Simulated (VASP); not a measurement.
# KF (I4/mmm) in VASP: notebook, part 2 of 2

VASP 6.6.1. The steps go on from the part before.

## (3) Single point, PBE (strain +0.025 along x and y, +0.050 along z)

File INCAR:

```
ALGO = Normal
EDIFF = 1E-6
ENCUT = 520
GGA = PE
ISIF = 2
ISMEAR = 0
LASPH = True
LCHARG = True
LELF = True
LREAL = False
LVHAR = True
LWAVE = False
NBANDS = 15
NELM = 60
PREC = Accurate
SIGMA = 0.05
```

File KPOINTS:

```
k-points
0
Gamma
  8 8 8
```

File POSCAR:

```
KF
1.0
    0.0000000000      2.7403375000      2.8071750000
    2.7403375000      0.0000000000      2.8071750000
    2.7403375000      2.7403375000      0.0000000000
K F
1 1
Direct
    0.0000000000      0.0000000000      0.0000000000
    0.5000000000      0.5000000000      0.5000000000
```

Potentials or basis: VASP PAW PBE potentials, release 64 (K_sv, F).

Run with:

```console
> cat potpaw_PBE.64/K_sv/POTCAR potpaw_PBE.64/F/POTCAR > POTCAR
> mpirun -np 1 vasp_std > vasp.out
```

OUTCAR:

```text
EDIFF = 1E-6
   ENCUT = 520
   GGA = PE
   ISIF = 2
   ISMEAR = 0
   LASPH = True
   LREAL = False
   NELM = 60
   PREC = Accurate

 ion  position               nearest neighbor table
   1  0.000  0.000  0.000-   2 2.74   2 2.74   2 2.74   2 2.74   2 2.81   2 2.81
   2  0.500  0.500  0.500-   1 2.74   1 2.74   1 2.74   1 2.74   1 2.81   1 2.81

  LATTYP: Found a body centered tetragonal cell.
 ALAT       =     3.8754224580
 C/A-ratio  =     1.4487065761

  Lattice vectors:

 A1 = (  -2.7403375000,   0.0000000000,   2.8071750000)
 A2 = (   2.7403375000,   0.0000000000,   2.8071750000)
 A3 = (   0.0000000000,   2.7403375000,  -2.8071750000)

Analysis of symmetry for initial positions (statically):
=====================================================================
 Subroutine PRICEL returns:
 Original cell was already a primitive cell.

 Routine SETGRP: Setting up the symmetry group for a
 body centered tetragonal supercell.

 Subroutine GETGRP returns: Found 16 space group operations
 (whereof 16 operations were pure point group operations)
 out of a pool of 16 trial point group operations.

The static configuration has the point symmetry D_4h.

Analysis of symmetry for dynamics (positions and initial velocities):
=====================================================================
 Subroutine PRICEL returns:
 Original cell was already a primitive cell.

 Routine SETGRP: Setting up the symmetry group for a
 body centered tetragonal supercell.

 Subroutine GETGRP returns: Found 16 space group operations
 (whereof 16 operations were pure point group operations)
 out of a pool of 16 trial point group operations.

The dynamic configuration has the point symmetry D_4h.

 Subroutine INISYM returns: Found 16 space group operations
 (whereof 16 operations are pure point group operations),
 and found     1 'primitive' translations

----------------------------------------------------------------------------------------

                                     Primitive cell

  volume of cell :      42.1607

  direct lattice vectors                    reciprocal lattice vectors
     0.000000000  2.740337500  2.807175000    -0.182459277  0.182459277  0.178115009
     2.740337500  0.000000000  2.807175000     0.182459277 -0.182459277  0.178115009
     2.740337500  2.740337500  0.000000000     0.182459277  0.182459277 -0.178115009

  length of vectors
     3.922968403  3.922968403  3.875422458     0.313540639  0.313540639  0.313540639

  position of ions in fractional coordinates (direct lattice)
     0.000000000  0.000000000  0.000000000
     0.500000000  0.500000000  0.500000000

  ion indices of the primitive-cell ions
   primitive index   ion index
                 1           1
                 2           2

----------------------------------------------------------------------------------------

 KPOINTS: k-points

Automatic generation of k-mesh.
 Grid dimensions read from file:
 generate k-points for:    8    8    8

 Generating k-lattice:

  Cartesian coordinates                     Fractional coordinates (reciprocal lattice)
    -0.022807410  0.022807410  0.022264376     0.125000000 -0.000000000  0.000000000
     0.022807410 -0.022807410  0.022264376    -0.000000000  0.125000000  0.000000000
     0.022807410  0.022807410 -0.022264376     0.000000000  0.000000000  0.125000000

  Length of vectors
     0.039192580  0.039192580  0.039192580

  Shift w.r.t. Gamma in fractional coordinates (k-lattice)
     0.000000000  0.000000000  0.000000000

 Subroutine IBZKPT returns following result:
 ===========================================

 Found     59 irreducible k-points:

 Following reciprocal coordinates:
            Coordinates               Weight
  0.000000  0.000000  0.000000      1.000000
  0.125000  0.000000  0.000000      8.000000
  0.250000  0.000000  0.000000      8.000000
  0.375000  0.000000  0.000000      8.000000
  0.500000  0.000000  0.000000      4.000000
  0.125000  0.125000  0.000000      2.000000
[... 16 lines left out ...]
  0.250000  0.000000  0.125000     16.000000
  0.375000  0.000000  0.125000     16.000000
 [... further k-points ...]
   k-points           NKPTS =     59   k-points in BZ     NKDIM =     59   number of bands    NBANDS=     15
   number of dos      NEDOS =    301   number of ions     NIONS =      2
   total plane-waves  NPLWV =  27000
   dimension x,y,z NGX =    30 NGY =   30 NGZ =   30
   dimension x,y,z NGXF=    60 NGYF=   60 NGZF=   60
   ions per type =               1   1
   NGX,Y,Z   is equivalent  to a cutoff of  12.71, 12.71, 12.87 a.u.
   NGXF,Y,Z  is equivalent  to a cutoff of  25.43, 25.43, 25.74 a.u.
 SYSTEM =  unknown system
   PREC   = accura    normal or accurate (medium, high low for compatibility)
   ISTART =      0    job   : 0-new  1-cont  2-samecut
   ICHARG =      2    charge: 1-file 2-atom 10-const
   ISPIN  =      1    spin polarized calculation?
   LNONCOLLINEAR =      F non collinear calculations
   LSORBIT =      F    spin-orbit coupling
   LASPH  =      T    aspherical Exc in radial PAW
   ENCUT  =  520.0 eV  38.22 Ry    6.18 a.u.   7.29  7.29  7.21*2*pi/ulx,y,z
   NELM   =     60;   NELMIN=  2; NELMDL= -5     # of ELM steps
   EDIFF  = 0.1E-05   stopping-criterion for ELM
   LREAL  =      F    real-space projection
   EDIFFG = 0.1E-04   stopping-criterion for IOM
   NSW    =      0    number of steps for IOM
   IBRION =     -1    ionic relax: 0-MD 1-quasi-New 2-CG
   NFREE  =      0    steps in history (QN), initial steepest desc. (CG)
   ISIF   =      2    stress and relaxation
   ISYM   =      2    0-nonsym 1-usesym 2-fastsym
   POTIM  = 0.5000    time-step for ionic-motion
   TEBEG  =    0.0;   TEEND  =   0.0 temperature during run
   PSTRESS=    0.0 pullay stress
   NELECT =      16.0000    total number of electrons
   NUPDOWN=      -1.0000    fix difference up-down
   EMIN   =  10.00;   EMAX   =-10.00  energy-range for DOS
   EFERMI =   0.00;   METHOD = LEGACY
   ISMEAR =     0;   SIGMA  =   0.05  broadening in eV -4-tet -1-fermi 0-gaus
   EFERMI_NEDOS =   21; number of points for ismear=-14 and -15
   IALGO  =     38    algorithm
   IMIX   =      4    mixing-type and parameters
     AMIX     =   0.40;   BMIX     =  1.00
     AMIX_MAG =   1.60;   BMIX_MAG =  1.00
  volume/ion in A,a.u.               =      21.08       142.26
  Fermi-wavevector in a.u.,A,eV,Ry     =   1.185256  2.239810 19.113908  1.404833
  Thomas-Fermi vector in A             =   2.321454
   LORBIT       =      0    0 simple, 1 ext, 2 COOP (PROOUT), +10 PAW based schemes
   GGA     = PE    functional components
   LHFCALC =     F    Hartree Fock is set to
   AEXX    =    0.0000 exact exchange contribution
   IVDW    =     0    specifies the selected vdW correction
   LEPSILON=     F    determine dielectric tensor
   LRPA    =     F    only Hartree local field effects (RPA)
 non-spin polarized calculation
 Gauss-broadening in eV      SIGMA  =   0.05
  energy-cutoff  :      520.00
  volume of cell :       42.16
 maximum number of plane-waves:      1155
 NGX is ok and might be reduce to    30
   NGX = 15   NGY = 15   NGZ = 15

 number of electron      15.9999999 magnetization

 Free energy of the ion-electron system (eV)
  ---------------------------------------------------
  ext. energy  EPLUGINS =         0.00000000
  ---------------------------------------------------
  free energy    TOTEN  =        -8.28919300 eV

  energy without entropy =       -8.28919300  energy(sigma->0) =       -8.28919300

 E-fermi :  -2.7770     XC(G=0):  -7.9604

 val. band max:       -3.0403759855   @ k =   0.0000   0.0000   0.0000
 cond. band min:       2.6213849450   @ k =   0.0000   0.0000   0.0000
 fundamental gap:      5.6617609305
 Fermi energy:        -2.7770488953

 k-point     1 :       0.0000    0.0000    0.0000
  band No.  band energies     occupation
      1     -29.4768      2.00000
      2     -21.6523      2.00000
      3     -12.7973      2.00000
      4     -12.7843      2.00000
      5     -12.7843      2.00000
      6      -3.0612      2.00000
      7      -3.0404      2.00000
      8      -3.0404      2.00000
      9       2.6214      0.00000
     10       7.2627      0.00000
     11       7.3873      0.00000
     12       7.3873      0.00000
     13       8.7832      0.00000
     14       8.9970      0.00000
[... 401 lines left out ...]
      2     -21.6850      2.00000
      3     -12.9627      2.00000
      4     -12.8500      2.00000
      5     -12.8304      2.00000
      6      -3.5690      2.00000
      7      -3.2601      2.00000
      8      -3.2135      2.00000
      9       4.9992      0.00000
     10       6.3410      0.00000
     11       8.3696      0.00000
     12       8.5433      0.00000
     13       9.7905      0.00000
     14       9.9775      0.00000
     15      13.3359      0.00000

 [... further k-points ...]
[... 5 lines left out ...]
  --------------------------------------------------------------------------------------
  -------------------------------------------------------------------------------------
  Total       -0.3102520     -0.3102520     -0.5045291      0.0000000      0.0000000     -0.0000000
  in kB      -11.7901024    -11.7901024    -19.1729615      0.0000000      0.0000000     -0.0000000
  external PRESSURE =     -14.2510554 kB  Pullay stress =       0.0000000 kB

 VOLUME and BASIS-vectors are now :
 -----------------------------------------------------------------------------
  energy-cutoff  :      520.00
  volume of cell :       42.16
      direct lattice vectors                 reciprocal lattice vectors
     0.000000000  2.740337500  2.807175000    -0.182459277  0.182459277  0.178115009
     2.740337500  0.000000000  2.807175000     0.182459277 -0.182459277  0.178115009
     2.740337500  2.740337500  0.000000000     0.182459277  0.182459277 -0.178115009

 POSITION                                       TOTAL-FORCE (eV/Angst)
 -----------------------------------------------------------------------------------
      0.00000      0.00000      0.00000         0.000000      0.000000     -0.000000
      2.74034      2.74034      2.80717         0.000000      0.000000      0.000000
 -----------------------------------------------------------------------------------
    total drift:                                0.000000      0.000000      0.000000

  FREE ENERGIE OF THE ION-ELECTRON SYSTEM (eV)
  ---------------------------------------------------
  free  energy   TOTEN  =        -8.2891930037 eV

  energy  without entropy=       -8.2891930037  energy(sigma->0) =       -8.28919300
```

Run time: 35 s. Hardware: 1 thread of Intel Xeon Platinum 8259CL at 2.50GHz (Skylake/Cascade Lake), shared host; peak memory 0.18 GiB.

What came out:

- Free energy: -8.2892 eV
- Pressure: -1.4 GPa
- Band gap on the k mesh: 5.66 eV, direct

Caveat: the cell differs from its parent crystal (strain +0.025 along x and y, +0.050 along z).

## (4) Single point, PBE (strain +0.050 along x and y, +0.025 along z)

File INCAR:

```
SYSTEM = KF
ALGO = Normal ; EDIFF = 1E-6
ENCUT = 520 ; GGA = PE
ISIF = 2 ; ISMEAR = 0
LASPH = .True. ; LCHARG = .True.
LELF = .True. ; LREAL = .False.
LVHAR = .True. ; LWAVE = .False.
NBANDS = 15 ; NELM = 60
PREC = Accurate ; SIGMA = 0.05
```

File KPOINTS:

```
k-points
0
Gamma
  8 8 8
  0 0 0
```

File POSCAR:

```
KF
1.0
    0.0000000000      2.8071750000      2.7403375000
    2.8071750000      0.0000000000      2.7403375000
    2.8071750000      2.8071750000      0.0000000000
K F
1 1
Direct
    0.0000000000      0.0000000000      0.0000000000
    0.5000000000      0.5000000000      0.5000000000
```

Run with:

```console
> cat potpaw_PBE.64/K_sv/POTCAR potpaw_PBE.64/F/POTCAR > POTCAR
> mpirun -np 1 vasp_std > vasp.out
```

Run time: 37 s. Hardware: 1 thread of Intel Xeon Platinum 8259CL at 2.50GHz (Skylake/Cascade Lake), shared host; peak memory 0.18 GiB.

The run converged. Its results:

```
Free energy            : -8.2794 eV
Pressure               : -1.9 GPa
Band gap on the k mesh : 5.54 eV, direct
```

Stress tensor (GPa, compression positive):
```
-2.16  0.00  0.00
 0.00 -2.16  0.00
 0.00  0.00 -1.47
```

Levels at points of the mesh, in eV from the valence-band top:
```
           k point  band 5  band 6  band 7  band 8  band 9  band 10  band 11  band 12
(0.00, 0.00, 0.00)   -9.83   -0.02   -0.02    0.00    5.54    10.27    10.27    10.39
(0.50, 0.00, 0.00)   -9.86   -0.68   -0.28   -0.27    8.53     9.70    11.40    11.55
(0.50, 0.50, 0.00)  -10.00   -0.24   -0.10   -0.10    8.00     9.64    10.99    12.93
(0.50, 0.00, 0.50)   -9.97   -0.28   -0.09   -0.07    8.08     9.61    10.77    12.94
```

Caveat: the cell differs from its parent crystal (strain +0.050 along x and y, +0.025 along z). A k mesh can miss the band edges.

## (5) Overview

```csv
cell,gap on the mesh (eV),pressure (GPa)
"a = 3.828, b = 3.828, c = 3.875 Å, angles 59.6, 59.6, 60.8°, 2 atoms",5.88,-0.2
"a = 3.923, b = 3.923, c = 3.875 Å, angles 60.4, 60.4, 59.2°, 2 atoms",5.66,-1.4
"a = 3.923, b = 3.923, c = 3.970 Å, angles 59.6, 59.6, 60.8°, 2 atoms",5.54,-1.9
```

Alike in all rows: task single point; level PBE; potentials or basis VASP PAW PBE potentials, release 64 (K_sv, F); no spin polarisation; k mesh 8 × 8 × 8; cutoff (eV) 520; smearing gaussian 0.05 eV.

Absolute energies hang on the potentials; compare differences alone.
